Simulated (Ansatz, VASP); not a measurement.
# ZrC4: VASP beside Ansatz

```
Zr C
1.0
    -2.69537    2.69537    1.68620
     2.69537   -2.69537    1.68620
     2.69537    2.69537   -1.68620
Zr C
1 4
Direct
  0.00000 0.00000 0.00000
  0.57841 0.10993 0.68834
  0.89007 0.57841 0.46848
  0.42159 0.89007 0.31166
  0.10993 0.42159 0.53152
```

Change from the starting cell: species swapped into the HoAu4 type (I4/m, No. 87).

Alike in both runs: functional PBE; k mesh 14 × 14 × 14; occupations gaussian, width 0.1 eV; no spin polarisation.

Ansatz relaxed the structure, and its values are those at the end. VASP's run is a single point on that final structure, the one shown.

```csv
,VASP,Ansatz
version,VASP 6.6.1,Ansatz 0.2.0
potentials or method,"VASP PAW PBE potentials, release 64 (Zr_sv, C), cutoff 520 eV","scalar-relativistic, plane waves, PAW"
valence electrons in the cell,28,28
```

```csv
,VASP,Ansatz,Ansatz less VASP
gap on the k mesh at the Fermi level (eV),none,none,-
pressure (GPa),0.4,0.0,-0.39
rms of the force components (eV/Å),0.037,0.003,-0.0342
```

A gap of «none» marks a metal or a gap that the smearing closes.
